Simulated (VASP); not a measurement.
Input of a VASP 6.6.1 run:

INCAR

```
SYSTEM = Ge
PREC = Accurate
ENCUT = 520
EDIFF = 1E-7
ISMEAR = -1
SIGMA = 0.05
LREAL = .False.
LASPH = .True.
NELM = 100
ALGO = Normal
ISIF = 2
LWAVE = .False.
LCHARG = .False.
GGA = RE
NBANDS = 21
```

KPOINTS

```
regular mesh
0
Gamma
  10 10 6
  0 0 0
```

POSCAR

```
Ge
1.0
    1.5097705146     -2.6466782063      0.0000000000
    1.5097705146      2.6466782063      0.0000000000
    0.0000000000      0.0000000000      4.9162699385
Ge
2
Direct
    0.3336472357      0.6663527643      0.2500000000
    0.6663527643      0.3336472357      0.7500000000
```

Potentials or basis: VASP PAW PBE potentials, release 64 (Ge_d).

Launch:

```bash
$ cat potpaw_PBE.64/Ge_d/POTCAR > POTCAR
$ mpirun -np 1 vasp_std > vasp.out
```

(1) Predict the band gap on the k mesh.

(2) What does it give for the pressure?

Results:

(1) zero (bands 14 and 15 overlap by 8.55 eV).

(2) 0.0 GPa.

Caveat: the PAW data sets were made with another functional, which shifts forces and pressure a little.
